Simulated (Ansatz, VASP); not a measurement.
# One calculation of W, two programs

File INCAR:

```
SYSTEM = W
ALGO = Normal
EDIFF = 1E-7
EDIFFG = -0.005
ENCUT = 600
GGA = CA
IBRION = 2
ISIF = 3
ISMEAR = 0
LASPH = .TRUE.
LCHARG = .FALSE.
LREAL = .FALSE.
LWAVE = .FALSE.
NELM = 80
NSW = 100
PREC = Accurate
SIGMA = 0.1
```

The input KPOINTS:

```
k-points
0
G
  18 18 18
  0 0 0
```

The input POSCAR:

```
W
1.0
   -1.5687172926      1.5687172926      1.5687172926
    1.5687172926     -1.5687172926      1.5687172926
    1.5687172926      1.5687172926     -1.5687172926
W
1
Direct
    0.0000000000      0.0000000000      0.0000000000
```

Input for Ansatz:

```yaml
crystal:
  lattice:
    - [-1.5687172926, 1.5687172926, 1.5687172926]
    - [1.5687172926, -1.5687172926, 1.5687172926]
    - [1.5687172926, 1.5687172926, -1.5687172926]
  atoms:
    - { symbol: W, position: [0.0, 0.0, 0.0] }
basis:
  ecutwfc: 420
kpoints:
  mp_grid: { grid: [18, 18, 18] }
hamiltonian:
  xc: lda
scf:
  occupations: { method: gaussian, width: 0.1 }
output:
  forces: true
  stress: true
  eigenvalues: true
relax:
  adjacent_minimum: "off"
  f_tol: 0.005
  max_steps: 80
  cell: { stress_tol: 0.05 }
```

Alike in both runs: task relaxation of cell and atoms; functional LDA; k mesh 18 × 18 × 18; occupations gaussian, width 0.1 eV; no spin polarisation.

```csv
,VASP,Ansatz
version,VASP 6.6.1,Ansatz 0.2.0
potentials or method,"VASP PAW LDA potentials, release 64 (W_sv), cutoff 600 eV","scalar-relativistic, plane waves, PAW"
valence electrons in the cell,14,14
```

|  | VASP | Ansatz | Ansatz less VASP |
| --- | --- | --- | --- |
| gap on the k mesh at the Fermi level, each at its own relaxed structure (eV) | none | none | - |
| relaxed volume (Å³/atom) | 15.51 | 15.42 | -0.092 |
| relaxed cell length with the largest relative difference (Å) | 2.721 | 2.716 | -0.0054 |

LDA's correlation is that of Perdew and Zunger in VASP and of Perdew and Wang (1992) in Ansatz. A gap of «none» marks a metal or a gap that the smearing closes.

Neither program's run includes spin-orbit coupling.
